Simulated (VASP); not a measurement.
Input of a VASP 6.6.1 run:

The input INCAR:

```
  PREC = Accurate
  ENCUT = 520
  EDIFF = 1E-7
  ISMEAR = 0
  SIGMA = 0.1
  LREAL = False
  LASPH = True
  NELM = 150
  ALGO = Normal
  ISIF = 2
  LWAVE = False
  LCHARG = False
  ISPIN = 2
  MAGMOM = 0 0 0 1
  LORBIT = 11
  GGA = PE
  NBANDS = 34
```

File KPOINTS:

```
Automatic mesh
0
Gamma
  4 4 4
```

Contents of POSCAR:

```
Zn2InO
1.0
    4.0748142380      0.0000000000      0.0000000000
    0.0000000000      4.0748142380      0.0000000000
    0.0000000000      0.0000000000      4.5108943819
Zn In O
2 1 1
Direct
    0.0000000000      0.5000000000      0.5000000000
    0.5000000000      0.0000000000      0.5000000000
    0.0000000000      0.0000000000      0.0000000000
    0.5000000000      0.5000000000      0.5000000000
```

Potentials or basis: VASP PAW PBE potentials, release 64 (Zn, In_d, O).

The run is started by

```sh
$ cat potpaw_PBE.64/Zn/POTCAR potpaw_PBE.64/In_d/POTCAR potpaw_PBE.64/O/POTCAR > POTCAR
$ mpirun -np 1 vasp_std > vasp.out
```

Question: Predict the net moment.

Answer: 0.00 μB per cell.

Question: Predict the pressure.

Answer: 0.4 GPa.

Stress tensor (GPa, compression positive):
```
 0.90  0.00  0.00
 0.00  0.90  0.00
 0.00  0.00 -0.72
```

Caveat: the k points lie up to 0.39 Å⁻¹ apart.
